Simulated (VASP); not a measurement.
Wanted: the native input for a VASP 6.6.1 run.

| Item | Value |
| --- | --- |
| Task | single point |
| Functional | PBEsol |
| Potentials or basis | VASP PAW PBE potentials, release 64 (As) |
| Cutoff | 520 eV |
| k mesh | 10 × 10 × 10 |
| Occupations | fermi-dirac, width 0.1 eV |
| Spin | no spin polarisation |
| Dipole correction | no |
| Further INCAR settings | ALGO = Normal; EDIFF = 1e-06; NBANDS = 8 |

The structure of As lies in POSCAR:

```
As
1.0
    2.6690982707      0.0000000000      0.0000000000
    0.0000000000      2.6690982707      0.0000000000
    0.0000000000      0.0000000000      2.6690982707
As
1
Direct
    0.5000000000      0.5000000000      0.5000000000
```

The input as run:

INCAR

```
PREC = Accurate
ENCUT = 520
EDIFF = 1E-6
ISMEAR = -1
SIGMA = 0.1
LREAL = F
LASPH = T
NELM = 60
ALGO = Normal
ISIF = 2
LWAVE = F
LCHARG = F
GGA = PS
NBANDS = 8
```

KPOINTS

```
regular mesh
0
Gamma
  10 10 10
```

Potentials or basis: VASP PAW PBE potentials, release 64 (As).

Launch:

```sh
$ cat potpaw_PBE.64/As/POTCAR > POTCAR
$ mpirun -np 1 vasp_std > vasp.out
```

It gave:

```json
{
 "Pressure": "2.4 GPa"
}
```

Caveat: the PAW data sets were made with another functional, which shifts forces and pressure a little.

Run time: 3.5 s on 1 thread of Intel(R) Xeon(R) 6975P-C (Granite Rapids), with other jobs on the host, peak memory 0.11 GiB.
